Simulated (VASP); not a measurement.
# Mg (P6_3/mmc) in VASP: single point with PBE

Aim: the single point of Mg with PBE.

Program: VASP 6.6.1. These are calculated values, not measurements. Logs are shortened: lines on timing, memory, paths and dates and some standing lists are left out, and cuts for length are marked.

### 1 The cell of the first run

The structure is hexagonal, space group P6_3/mmc (No. 194). Conventional cell: a = 3.200 Å, b = 3.200 Å, c = 5.178 Å, α = 90.00°, β = 90.00°, γ = 120.00°. Within 4.2 Å of Mg (site symmetry -6m2) lie 12 Mg at 3.18 to 3.20 Å.

### 2 Single point, PBE

Input file INCAR:

```
SYSTEM = Mg
ALGO = Normal
EDIFF = 1E-6
ENCUT = 520
GGA = PE
ISIF = 2
ISMEAR = -1
LASPH = .True.
LCHARG = .False.
LREAL = .False.
LWAVE = .False.
NBANDS = 9
NELM = 60
PREC = Accurate
SIGMA = 0.05
```

Input file KPOINTS:

```
k-points
0
Gamma
  12 12 7
  0 0 0
```

Input file POSCAR:

```
Mg
1.0
    1.5999359948     -2.7711704319      0.0000000000
    1.5999359948      2.7711704319      0.0000000000
    0.0000000000      0.0000000000      5.1784189950
Mg
2
Direct
    0.6666666670      0.3333333330      0.2500000000
    0.3333333330      0.6666666670      0.7500000000
```

Potentials or basis: VASP PAW PBE potentials, release 64 (Mg).

Launch:

```sh
> cat potpaw_PBE.64/Mg/POTCAR > POTCAR
> mpirun -np 1 vasp_std > vasp.out
```

OUTCAR:

```text
SYSTEM = Mg
   EDIFF = 1E-6
   ENCUT = 520
   GGA = PE
   ISIF = 2
   ISMEAR = -1
   LASPH = .True.
   LREAL = .False.
   NELM = 60
   PREC = Accurate

 ion  position               nearest neighbor table
   1  0.667  0.333  0.250-   2 3.18   2 3.18   2 3.18   2 3.18   2 3.18   2 3.18
   2  0.333  0.667  0.750-   1 3.18   1 3.18   1 3.18   1 3.18   1 3.18   1 3.18

  LATTYP: Found a hexagonal cell.
 ALAT       =     3.1998719896
 C/A-ratio  =     1.6183206740

  Lattice vectors:

 A1 = (   1.5999359948,  -2.7711704319,   0.0000000000)
 A2 = (   1.5999359948,   2.7711704319,   0.0000000000)
 A3 = (   0.0000000000,   0.0000000000,   5.1784189950)

Analysis of symmetry for initial positions (statically):
=====================================================================
 Subroutine PRICEL returns:
 Original cell was already a primitive cell.

 Routine SETGRP: Setting up the symmetry group for a
 hexagonal supercell.

 Subroutine GETGRP returns: Found 24 space group operations
 (whereof 12 operations were pure point group operations)
 out of a pool of 24 trial point group operations.

The static configuration has the point symmetry D_3d.
 The point group associated with its full space group is D_6h.

Analysis of symmetry for dynamics (positions and initial velocities):
=====================================================================
 Subroutine PRICEL returns:
 Original cell was already a primitive cell.

 Routine SETGRP: Setting up the symmetry group for a
 hexagonal supercell.

 Subroutine GETGRP returns: Found 24 space group operations
 (whereof 12 operations were pure point group operations)
 out of a pool of 24 trial point group operations.

The dynamic configuration has the point symmetry D_3d.
 The point group associated with its full space group is D_6h.

 Subroutine INISYM returns: Found 24 space group operations
 (whereof 12 operations are pure point group operations),
 and found     1 'primitive' translations

----------------------------------------------------------------------------------------

                                     Primitive cell

  volume of cell :      45.9191

  direct lattice vectors                    reciprocal lattice vectors
     1.599935995 -2.771170432  0.000000000     0.312512502 -0.180429177  0.000000000
     1.599935995  2.771170432  0.000000000     0.312512502  0.180429177  0.000000000
     0.000000000  0.000000000  5.178418995     0.000000000  0.000000000  0.193109133

  length of vectors
     3.199871990  3.199871990  5.178418995     0.360858354  0.360858354  0.193109133

  position of ions in fractional coordinates (direct lattice)
     0.666666667  0.333333333  0.250000000
     0.333333333  0.666666667  0.750000000

  ion indices of the primitive-cell ions
   primitive index   ion index
                 1           1
                 2           2

----------------------------------------------------------------------------------------

 KPOINTS: k-points

Automatic generation of k-mesh.
 Grid dimensions read from file:
 generate k-points for:   12   12    7

 Generating k-lattice:

  Cartesian coordinates                     Fractional coordinates (reciprocal lattice)
     0.026042708 -0.015035765  0.000000000     0.083333333  0.000000000  0.000000000
     0.026042708  0.015035765  0.000000000     0.000000000  0.083333333  0.000000000
     0.000000000  0.000000000  0.027587019     0.000000000  0.000000000  0.142857143

  Length of vectors
     0.030071529  0.030071529  0.027587019

  Shift w.r.t. Gamma in fractional coordinates (k-lattice)
     0.000000000  0.000000000  0.000000000

 Subroutine IBZKPT returns following result:
 ===========================================

 Found     76 irreducible k-points:

 Following reciprocal coordinates:
            Coordinates               Weight
  0.000000  0.000000  0.000000      1.000000
  0.083333  0.000000  0.000000      6.000000
  0.166667  0.000000  0.000000      6.000000
  0.250000  0.000000  0.000000      6.000000
  0.333333  0.000000  0.000000      6.000000
  0.416667 -0.000000  0.000000      6.000000
[... 16 lines left out ...]
  0.250000  0.000000  0.142857     12.000000
  0.333333  0.000000  0.142857     12.000000
 [... further k-points ...]
   k-points           NKPTS =     76   k-points in BZ     NKDIM =     76   number of bands    NBANDS=      9
   number of dos      NEDOS =    301   number of ions     NIONS =      2
   total plane-waves  NPLWV =  23040
   dimension x,y,z NGX =    24 NGY =   24 NGZ =   40
   dimension x,y,z NGXF=    48 NGYF=   48 NGZF=   80
   ions per type =               2
   NGX,Y,Z   is equivalent  to a cutoff of  12.47, 12.47, 12.84 a.u.
   NGXF,Y,Z  is equivalent  to a cutoff of  24.94, 24.94, 25.68 a.u.
 SYSTEM =  Mg
   PREC   = accura    normal or accurate (medium, high low for compatibility)
   ISTART =      0    job   : 0-new  1-cont  2-samecut
   ICHARG =      2    charge: 1-file 2-atom 10-const
   ISPIN  =      1    spin polarized calculation?
   LNONCOLLINEAR =      F non collinear calculations
   LSORBIT =      F    spin-orbit coupling
   LASPH  =      T    aspherical Exc in radial PAW
   ENCUT  =  520.0 eV  38.22 Ry    6.18 a.u.   5.95  5.95  9.63*2*pi/ulx,y,z
   NELM   =     60;   NELMIN=  2; NELMDL= -5     # of ELM steps
   EDIFF  = 0.1E-05   stopping-criterion for ELM
   LREAL  =      F    real-space projection
[... 7 lines left out ...]
   TEBEG  =    0.0;   TEEND  =   0.0 temperature during run
   PSTRESS=    0.0 pullay stress
   NELECT =       4.0000    total number of electrons
   NUPDOWN=      -1.0000    fix difference up-down
   EMIN   =  10.00;   EMAX   =-10.00  energy-range for DOS
   EFERMI =   0.00;   METHOD = LEGACY
   ISMEAR =    -1;   SIGMA  =   0.05  broadening in eV -4-tet -1-fermi 0-gaus
   EFERMI_NEDOS =   21; number of points for ismear=-14 and -15
   IALGO  =     38    algorithm
   IMIX   =      4    mixing-type and parameters
     AMIX     =   0.40;   BMIX     =  1.00
     AMIX_MAG =   1.60;   BMIX_MAG =  1.00
  volume/ion in A,a.u.               =      22.96       154.94
  Fermi-wavevector in a.u.,A,eV,Ry     =   0.725711  1.371395  7.165600  0.526657
  Thomas-Fermi vector in A             =   1.816502
   LORBIT       =      0    0 simple, 1 ext, 2 COOP (PROOUT), +10 PAW based schemes
   GGA     = PE    functional components
   LHFCALC =     F    Hartree Fock is set to
   AEXX    =    0.0000 exact exchange contribution
   IVDW    =     0    specifies the selected vdW correction
   LEPSILON=     F    determine dielectric tensor
   LRPA    =     F    only Hartree local field effects (RPA)
 non-spin polarized calculation
  energy-cutoff  :      520.00
  volume of cell :       45.92
 maximum number of plane-waves:      1257
 NGX is ok and might be reduce to    24
   NGX = 11   NGY = 11   NGZ = 19

 number of electron       4.0000000 magnetization

 Free energy of the ion-electron system (eV)
  ---------------------------------------------------
  ext. energy  EPLUGINS =         0.00000000
  ---------------------------------------------------
  free energy    TOTEN  =        -3.01657195 eV

  energy without entropy =       -3.00935236  energy(sigma->0) =       -3.01296215

 E-fermi :   2.5747     XC(G=0):  -8.4908

 val. band max:        2.5746653267   @ k =   0.2500   0.0000   0.0000
 cond. band min:       2.5880965811   @ k =   0.2500   0.0833   0.0000
 fundamental gap:      0.0134312544
 Fermi energy:         2.5747068104

 k-point     1 :       0.0000    0.0000    0.0000
  band No.  band energies     occupation
      1      -4.2983      2.00000
      2       0.9659      2.00000
      3       1.4213      2.00000
      4      13.5373      0.00000
      5      13.5373      0.00000
      6      13.6433      0.00000
      7      13.6433      0.00000
      8      14.4796      0.00000
      9      16.0208      0.00000

 k-point     2 :       0.0833    0.0000    0.0000
  band No.  band energies     occupation
      1      -4.1619      2.00000
      2       1.0905      2.00000
      3       1.5538      2.00000
      4      11.2649      0.00000
      5      12.3335      0.00000
      6      13.1482      0.00000
      7      15.0343      0.00000
      8      15.3729      0.00000
      9      15.9544      0.00000

 k-point     3 :       0.1667    0.0000    0.0000
  band No.  band energies     occupation
      1      -3.7539      2.00000
      2       1.4645      2.00000
      3       1.9463      1.99999
      4       8.7456      0.00000
      5      11.3037      0.00000
      6      11.9340      0.00000
      7      13.4823      0.00000
      8      14.4093      0.00000
      9      15.8972      0.00000

 k-point     4 :       0.2500    0.0000    0.0000
  band No.  band energies     occupation
      1      -3.0777      2.00000
      2       2.0885      1.99988
      3       2.5747      1.00041
      4       6.4172      0.00000
      5      10.5037      0.00000
      6      10.6354      0.00000
      7      11.1346      0.00000
      8      12.8206      0.00000
      9      15.0080      0.00000
[... 205 lines left out ...]
 k-point    22 :       0.1667    0.0000    0.1429
  band No.  band energies     occupation
      1      -3.6397      2.00000
      2       0.2667      2.00000
      3       3.3387      0.00000
      4       8.8451      0.00000
      5      11.3995      0.00000
      6      11.7646      0.00000
      7      12.7976      0.00000
      8      14.4621      0.00000
      9      14.7496      0.00000

 k-point    23 :       0.2500    0.0000    0.1429
  band No.  band energies     occupation
      1      -2.9643      2.00000
      2       0.9101      2.00000
      3       3.9310      0.00000
      4       6.5358      0.00000
      5       9.8663      0.00000
      6      10.5999      0.00000
      7      11.4688      0.00000
      8      13.4158      0.00000
      9      13.9793      0.00000

 k-point    24 :       0.3333    0.0000    0.1429
  band No.  band energies     occupation
      1      -2.0268      2.00000
      2       1.7887      2.00000
      3       4.0682      0.00000
      4       5.1466      0.00000
      5       7.8830      0.00000
      6      10.0297      0.00000
      7      10.2305      0.00000
      8      12.0196      0.00000
      9      13.3996      0.00000

 [... further k-points ...]
[... 5 lines left out ...]
  --------------------------------------------------------------------------------------
  -------------------------------------------------------------------------------------
  Total        0.0163283      0.0163283     -0.1872039      0.0000000      0.0000000     -0.0000000
  in kB        0.5697171      0.5697171     -6.5317942      0.0000000      0.0000000     -0.0000000
  external PRESSURE =      -1.7974534 kB  Pullay stress =       0.0000000 kB

 VOLUME and BASIS-vectors are now :
 -----------------------------------------------------------------------------
  energy-cutoff  :      520.00
  volume of cell :       45.92
      direct lattice vectors                 reciprocal lattice vectors
     1.599935995 -2.771170432  0.000000000     0.312512502 -0.180429177  0.000000000
     1.599935995  2.771170432  0.000000000     0.312512502  0.180429177  0.000000000
     0.000000000  0.000000000  5.178418995     0.000000000  0.000000000  0.193109133

 POSITION                                       TOTAL-FORCE (eV/Angst)
 -----------------------------------------------------------------------------------
      1.59994     -0.92372      1.29460        -0.000000      0.000000      0.000000
      1.59994      0.92372      3.88381         0.000000     -0.000000      0.000000
 -----------------------------------------------------------------------------------
    total drift:                                0.000000     -0.000000      0.000000

  FREE ENERGIE OF THE ION-ELECTRON SYSTEM (eV)
  ---------------------------------------------------
  free  energy   TOTEN  =        -3.0165719476 eV

  energy  without entropy=       -3.0093523585  energy(sigma->0) =       -3.01296215
```

It took 13 s on 1 thread of Intel Xeon Platinum 8259CL at 2.50GHz (Skylake/Cascade Lake), shared host; peak memory 0.17 GiB.

What came out:

```
Free energy            : -3.0166 eV
Pressure               : -0.2 GPa
Band gap on the k mesh : zero (band 2 reaches 3.62 eV, above the bottom of band 3 at 1.42 eV)
```

Levels at points of the mesh, in eV from the Fermi level:
```tsv
k point	band 1	band 2	band 3	band 4	band 5	band 6	band 7
(0.00, 0.00, 0.00)	-6.87	-1.61	-1.15	10.96	10.96	11.07	11.07
(0.50, 0.00, 0.00)	-2.09	-2.09	2.72	3.09	3.36	3.76	6.90
```
